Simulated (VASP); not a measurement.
Input of a VASP 6.6.1 run:

INCAR

```
PREC = Accurate
ENCUT = 600
EDIFF = 1E-6
ISMEAR = 1
SIGMA = 0.2
LREAL = False
LASPH = True
NELM = 120
ALGO = Normal
ISIF = 2
LWAVE = False
LCHARG = True
GGA = PE
LELF = True
LVHAR = True
NBANDS = 15
GGA_COMPAT = False
```

The input KPOINTS:

```
regular mesh
0
Gamma
  6 6 6
```

Contents of POSCAR:

```
KF
1.0
    0.0000000000      2.6589605792      2.6589605792
    2.6589605792      0.0000000000      2.6589605792
    2.6589605792      2.6589605792      0.0000000000
K F
1 1
Direct
    0.0000000000      0.0000000000      0.0000000000
    0.5000000000      0.5000000000      0.5000000000
```

Potentials or basis: VASP PAW PBE potentials, release 64 (K_sv, F).

Command:

```bash
$ cat potpaw_PBE.64/K_sv/POTCAR potpaw_PBE.64/F/POTCAR > POTCAR
$ mpirun -np 1 vasp_std > vasp.out
```

Problem. Estimate the band gap on the k mesh.

Solution. 6.25 eV, direct.

Problem. Predict the pressure.

Solution. 1.8 GPa.
